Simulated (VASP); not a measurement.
# Co (Fm-3m) in VASP: single point with PBE

Aim: the single point of Co with PBE.

Program: VASP 6.6.1. These are calculated values, not measurements. Logs are shortened: lines on timing, memory, paths and dates and some standing lists are left out, and cuts for length are marked.

### 1 The cell of the first run

The structure is cubic, space group Fm-3m (No. 225). Conventional cell: a = 3.520 Å, b = 3.520 Å, c = 3.520 Å, α = 90.00°, β = 90.00°, γ = 90.00°. Co (site symmetry m-3m) has 12 Co at 2.49 Å within 3.3 Å.

### 2 Single point, PBE, collinear spin, ferromagnetic start

Input file INCAR:

```
SYSTEM = Co
  PREC = Accurate
  ENCUT = 520
  EDIFF = 1E-6
  ISMEAR = 0
  SIGMA = 0.1
  LREAL = .FALSE.
  LASPH = .TRUE.
  NELM = 150
  ALGO = Normal
  ISIF = 2
  LWAVE = .FALSE.
  LCHARG = .FALSE.
  ISPIN = 2
  MAGMOM = 1.94
  LORBIT = 11
  LMAXMIX = 4
  GGA = PE
  NBANDS = 14
```

Input file KPOINTS:

```
regular mesh
0
G
  20 20 20
  0 0 0
```

Input file POSCAR:

```
Co
1.0
    0.0000000000      1.7601088847      1.7601088847
    1.7601088847      0.0000000000      1.7601088847
    1.7601088847      1.7601088847      0.0000000000
Co
1
Direct
    0.0000000000      0.0000000000      0.0000000000
```

Potentials or basis: VASP PAW PBE potentials, release 64 (Co).

Run with:

```bash
> cat potpaw_PBE.64/Co/POTCAR > POTCAR
> mpirun -np 1 vasp_std > vasp.out
```

OUTCAR:

```text
SYSTEM = Co
   PREC = Accurate
   ENCUT = 520
   EDIFF = 1E-6
   ISMEAR = 0
   LREAL = .FALSE.
   LASPH = .TRUE.
   NELM = 150
   ISIF = 2
   ISPIN = 2
   LORBIT = 11
   GGA = PE

 ion  position               nearest neighbor table
   1  0.000  0.000  0.000-

  LATTYP: Found a face centered cubic cell.
 ALAT       =     3.5202177694

  Lattice vectors:

 A1 = (   0.0000000000,   1.7601088847,   1.7601088847)
 A2 = (   1.7601088847,   0.0000000000,   1.7601088847)
 A3 = (   1.7601088847,   1.7601088847,   0.0000000000)

Analysis of symmetry for initial positions (statically):
=====================================================================
 Subroutine PRICEL returns:
 Original cell was already a primitive cell.

 Routine SETGRP: Setting up the symmetry group for a
 face centered cubic supercell.

 Subroutine GETGRP returns: Found 48 space group operations
 (whereof 48 operations were pure point group operations)
 out of a pool of 48 trial point group operations.

The static configuration has the point symmetry O_h .

Analysis of symmetry for dynamics (positions and initial velocities):
=====================================================================
 Subroutine PRICEL returns:
 Original cell was already a primitive cell.

 Routine SETGRP: Setting up the symmetry group for a
 face centered cubic supercell.

 Subroutine GETGRP returns: Found 48 space group operations
 (whereof 48 operations were pure point group operations)
 out of a pool of 48 trial point group operations.

The dynamic configuration has the point symmetry O_h .

Analysis of structural, dynamic, and magnetic symmetry:
=====================================================================
 Subroutine PRICEL returns:
 Original cell was already a primitive cell.

 Routine SETGRP: Setting up the symmetry group for a
 face centered cubic supercell.

 Subroutine GETGRP returns: Found 48 space group operations
 (whereof 48 operations were pure point group operations)
 out of a pool of 48 trial point group operations.

The overall configuration has the point symmetry O_h .

 Subroutine INISYM returns: Found 48 space group operations
 (whereof 48 operations are pure point group operations),
 and found     1 'primitive' translations

----------------------------------------------------------------------------------------

                                     Primitive cell

  volume of cell :      10.9056

  direct lattice vectors                    reciprocal lattice vectors
     0.000000000  1.760108885  1.760108885    -0.284073335  0.284073335  0.284073335
     1.760108885  0.000000000  1.760108885     0.284073335 -0.284073335  0.284073335
     1.760108885  1.760108885  0.000000000     0.284073335  0.284073335 -0.284073335

  length of vectors
     2.489169856  2.489169856  2.489169856     0.492029448  0.492029448  0.492029448

  position of ions in fractional coordinates (direct lattice)
     0.000000000  0.000000000  0.000000000

  ion indices of the primitive-cell ions
   primitive index   ion index
                 1           1

----------------------------------------------------------------------------------------

 KPOINTS: regular mesh

Automatic generation of k-mesh.
 Grid dimensions read from file:
 generate k-points for:   20   20   20

 Generating k-lattice:

  Cartesian coordinates                     Fractional coordinates (reciprocal lattice)
    -0.014203667  0.014203667  0.014203667     0.050000000  0.000000000  0.000000000
     0.014203667 -0.014203667  0.014203667     0.000000000  0.050000000  0.000000000
     0.014203667  0.014203667 -0.014203667     0.000000000  0.000000000  0.050000000

  Length of vectors
     0.024601472  0.024601472  0.024601472

  Shift w.r.t. Gamma in fractional coordinates (k-lattice)
     0.000000000  0.000000000  0.000000000

 Subroutine IBZKPT returns following result:
 ===========================================

 Found    256 irreducible k-points:

 Following reciprocal coordinates:
            Coordinates               Weight
  0.000000  0.000000  0.000000      1.000000
  0.050000  0.000000  0.000000      8.000000
  0.100000  0.000000  0.000000      8.000000
  0.150000  0.000000  0.000000      8.000000
  0.200000  0.000000  0.000000      8.000000
  0.250000  0.000000  0.000000      8.000000
[... 16 lines left out ...]
 -0.400000  0.050000  0.000000     24.000000
 -0.350000  0.050000  0.000000     24.000000
 [... further k-points ...]
   k-points           NKPTS =    256   k-points in BZ     NKDIM =    256   number of bands    NBANDS=     14
   number of dos      NEDOS =    301   number of ions     NIONS =      1
   total plane-waves  NPLWV =   8000
   dimension x,y,z NGX =    20 NGY =   20 NGZ =   20
   dimension x,y,z NGXF=    40 NGYF=   40 NGZF=   40
   ions per type =               1
   NGX,Y,Z   is equivalent  to a cutoff of  13.36, 13.36, 13.36 a.u.
   NGXF,Y,Z  is equivalent  to a cutoff of  26.72, 26.72, 26.72 a.u.
 SYSTEM =  Co
   PREC   = accura    normal or accurate (medium, high low for compatibility)
   ISTART =      0    job   : 0-new  1-cont  2-samecut
   ICHARG =      2    charge: 1-file 2-atom 10-const
   ISPIN  =      2    spin polarized calculation?
   LNONCOLLINEAR =      F non collinear calculations
   LSORBIT =      F    spin-orbit coupling
   LASPH  =      T    aspherical Exc in radial PAW
   ENCUT  =  520.0 eV  38.22 Ry    6.18 a.u.   4.63  4.63  4.63*2*pi/ulx,y,z
   NELM   =    150;   NELMIN=  2; NELMDL= -5     # of ELM steps
   EDIFF  = 0.1E-05   stopping-criterion for ELM
   LREAL  =      F    real-space projection
   EDIFFG = 0.1E-04   stopping-criterion for IOM
   NSW    =      0    number of steps for IOM
   IBRION =     -1    ionic relax: 0-MD 1-quasi-New 2-CG
   NFREE  =      0    steps in history (QN), initial steepest desc. (CG)
   ISIF   =      2    stress and relaxation
   ISYM   =      2    0-nonsym 1-usesym 2-fastsym
   POTIM  = 0.5000    time-step for ionic-motion
   TEBEG  =    0.0;   TEEND  =   0.0 temperature during run
   PSTRESS=    0.0 pullay stress
   NELECT =       9.0000    total number of electrons
   NUPDOWN=      -1.0000    fix difference up-down
   EMIN   =  10.00;   EMAX   =-10.00  energy-range for DOS
   EFERMI =   0.00;   METHOD = LEGACY
   ISMEAR =     0;   SIGMA  =   0.10  broadening in eV -4-tet -1-fermi 0-gaus
   EFERMI_NEDOS =   21; number of points for ismear=-14 and -15
   IALGO  =     38    algorithm
   IMIX   =      4    mixing-type and parameters
     AMIX     =   0.40;   BMIX     =  1.00
     AMIX_MAG =   1.60;   BMIX_MAG =  1.00
  volume/ion in A,a.u.               =      10.91        73.59
  Fermi-wavevector in a.u.,A,eV,Ry     =   1.535581  2.901828 32.082671  2.358010
  Thomas-Fermi vector in A             =   2.642350
   LORBIT       =     11    0 simple, 1 ext, 2 COOP (PROOUT), +10 PAW based schemes
   GGA     = PE    functional components
   LHFCALC =     F    Hartree Fock is set to
   AEXX    =    0.0000 exact exchange contribution
   IVDW    =     0    specifies the selected vdW correction
   LEPSILON=     F    determine dielectric tensor
   LRPA    =     F    only Hartree local field effects (RPA)
 spin polarized calculation
 Gauss-broadening in eV      SIGMA  =   0.10
  energy-cutoff  :      520.00
  volume of cell :       10.91
 maximum number of plane-waves:       305
   NGX =  9   NGY =  9   NGZ =  9

 number of electron       8.9999997 magnetization       1.6355938

 Free energy of the ion-electron system (eV)
  ---------------------------------------------------
  ext. energy  EPLUGINS =         0.00000000
  ---------------------------------------------------
  free energy    TOTEN  =        -7.02239929 eV

  energy without entropy =       -7.01642506  energy(sigma->0) =       -7.01941218

 E-fermi :  10.2847     XC(G=0): -13.3744

 val. band max:       10.2806875302   @ k =   0.3000   0.2000   0.0500
 cond. band min:      10.2889990488   @ k =   0.3500   0.2000   0.1000
 fundamental gap:      0.0083115185
 Fermi energy:        10.2847153402

 spin component 1

 k-point     1 :       0.0000    0.0000    0.0000
  band No.  band energies     occupation
      1       1.2957      1.00000
      2       7.5722      1.00000
      3       7.5722      1.00000
      4       7.5722      1.00000
      5       8.5982      1.00000
      6       8.5982      1.00000
      7      33.2780      0.00000
      8      37.5829      0.00000
      9      37.5829      0.00000
     10      37.5829      0.00000
     11      40.7658      0.00000
     12      40.7658      0.00000
     13      40.7658      0.00000
     14      43.3165      0.00000

 k-point     2 :       0.0500    0.0000    0.0000
  band No.  band energies     occupation
      1       1.3949      1.00000
      2       7.5444      1.00000
      3       7.5965      1.00000
      4       7.5965      1.00000
      5       8.5878      1.00000
      6       8.5878      1.00000
      7      33.0709      0.00000
      8      36.2772      0.00000
      9      37.3962      0.00000
     10      37.3962      0.00000
     11      41.0490      0.00000
     12      41.0490      0.00000
     13      41.4727      0.00000
     14      44.1465      0.00000
[... 343 lines left out ...]
      1       5.0785      1.00000
      2       7.4506      1.00000
      3       7.5141      1.00000
      4       8.6164      1.00000
      5       9.3127      1.00000
      6       9.9223      1.00000
      7      17.9190      0.00000
      8      31.4823      0.00000
      9      34.0027      0.00000
     10      35.5078      0.00000
     11      38.0191      0.00000
     12      39.3598      0.00000
     13      44.2049      0.00000
     14      47.2399      0.00000

 k-point    24 :      -0.3500    0.0500    0.0000
  band No.  band energies     occupation
      1       4.8873      1.00000
      2       7.5277      1.00000
      3       7.5797      1.00000
      4       7.9887      1.00000
      5       9.1224      1.00000
      6       9.5306      1.00000
      7      19.7399      0.00000
      8      31.6394      0.00000
      9      34.2054      0.00000
     10      36.3692      0.00000
     11      38.0014      0.00000
     12      39.8029      0.00000
     13      44.0242      0.00000
     14      46.8807      0.00000

 [... further k-points ...]

 spin component 2

 k-point     1 :       0.0000    0.0000    0.0000
  band No.  band energies     occupation
      1       1.3110      1.00000
      2       9.1419      1.00000
      3       9.1419      1.00000
      4       9.1419      1.00000
      5      10.5905      0.00001
      6      10.5905      0.00001
      7      32.9577      0.00000
      8      37.7398      0.00000
      9      37.7398      0.00000
     10      37.7398      0.00000
     11      41.0657      0.00000
     12      41.0657      0.00000
     13      41.0657      0.00000
     14      42.9667      0.00000

 k-point     2 :       0.0500    0.0000    0.0000
  band No.  band energies     occupation
      1       1.4106      1.00000
      2       9.1059      1.00000
      3       9.1685      1.00000
      4       9.1685      1.00000
      5      10.5775      0.00002
      6      10.5775      0.00002
      7      32.8062      0.00000
      8      36.4197      0.00000
      9      37.5815      0.00000
     10      37.5815      0.00000
     11      41.3144      0.00000
     12      41.3144      0.00000
     13      41.5907      0.00000
     14      43.9632      0.00000
[... 343 lines left out ...]
      1       5.8416      1.00000
      2       9.0946      1.00000
      3       9.2221      1.00000
      4       9.2529      1.00000
      5      11.1982      0.00000
      6      11.5459      0.00000
      7      18.7134      0.00000
      8      31.3335      0.00000
      9      34.2354      0.00000
     10      35.8396      0.00000
     11      38.3132      0.00000
     12      39.5974      0.00000
     13      44.8037      0.00000
     14      50.4758      0.00000

 k-point    24 :      -0.3500    0.0500    0.0000
  band No.  band energies     occupation
      1       5.4097      1.00000
      2       8.7690      1.00000
      3       9.2177      1.00000
      4       9.2897      1.00000
      5      10.9922      0.00000
      6      11.3388      0.00000
      7      20.3904      0.00000
      8      31.5485      0.00000
      9      34.3956      0.00000
     10      36.7249      0.00000
     11      38.2744      0.00000
     12      40.0173      0.00000
     13      44.4166      0.00000
     14      50.1629      0.00000

 [... further k-points ...]

------------------------ aborting loop because EDIFF is reached ----------------------------------------

  FORCE on cell =-STRESS in cart. coord.  units (eV):
  Direction    XX          YY          ZZ          XY          YZ          ZX
  --------------------------------------------------------------------------------------
  -------------------------------------------------------------------------------------
  Total       -0.0452439     -0.0452439     -0.0452439      0.0000000      0.0000000      0.0000000
  in kB       -6.6469429     -6.6469429     -6.6469429      0.0000000      0.0000000      0.0000000
  external PRESSURE =      -6.6469429 kB  Pullay stress =       0.0000000 kB

 VOLUME and BASIS-vectors are now :
 -----------------------------------------------------------------------------
  energy-cutoff  :      520.00
  volume of cell :       10.91
      direct lattice vectors                 reciprocal lattice vectors
     0.000000000  1.760108885  1.760108885    -0.284073335  0.284073335  0.284073335
     1.760108885  0.000000000  1.760108885     0.284073335 -0.284073335  0.284073335
     1.760108885  1.760108885  0.000000000     0.284073335  0.284073335 -0.284073335

 POSITION                                       TOTAL-FORCE (eV/Angst)
 -----------------------------------------------------------------------------------
      0.00000      0.00000      0.00000        -0.000000     -0.000000     -0.000000
 -----------------------------------------------------------------------------------
    total drift:                                0.000000     -0.000000      0.000000

  FREE ENERGIE OF THE ION-ELECTRON SYSTEM (eV)
  ---------------------------------------------------
  free  energy   TOTEN  =        -7.0223992897 eV

  energy  without entropy=       -7.0164250645  energy(sigma->0) =       -7.01941218

 total charge

# of ion       s       p       d       tot
------------------------------------------
    1        0.488   0.519   7.255   8.262

 magnetization (x)

# of ion       s       p       d       tot
------------------------------------------
    1       -0.013  -0.049   1.715   1.654
```

It took 34 s on 1 thread of Intel Xeon 6975P-C (Granite Rapids), shared host; peak memory 0.17 GiB.

What came out:

```yaml
Free_energy: -7.0224 eV
Pressure: -0.7 GPa
Net_moment: 1.64 μB per cell
Site_moments: Co +1.65 μB
Valence_electrons_inside_the_program's_atomic_spheres: Co 8.26
```

Levels at points of the mesh, in eV from the Fermi level:
Spin up:
| k point | band 2 | band 3 | band 4 | band 5 | band 6 | band 7 | band 8 | band 9 |
| --- | --- | --- | --- | --- | --- | --- | --- | --- |
| (0.00, 0.00, 0.00) | -2.71 | -2.71 | -2.71 | -1.69 | -1.69 | 22.99 | 27.30 | 27.30 |
| (0.50, 0.00, 0.00) | -2.85 | -2.85 | -0.79 | -0.79 | -0.29 | 6.08 | 21.56 | 24.80 |
| (0.50, 0.50, 0.00) | -4.64 | -0.91 | -0.53 | -0.53 | 2.50 | 9.52 | 14.83 | 14.83 |
Spin down:
```
           k point  band 1  band 2  band 3  band 4  band 5  band 6  band 7  band 8  band 9
(0.00, 0.00, 0.00)   -8.97   -1.14   -1.14   -1.14    0.31    0.31   22.67   27.46   27.46
(0.50, 0.00, 0.00)   -4.28   -1.15   -1.15   -0.34    1.12    1.12    7.08   21.25   25.11
(0.50, 0.50, 0.00)   -4.08   -3.38    1.18    1.29    1.29    2.51   10.42   15.00   15.00
```
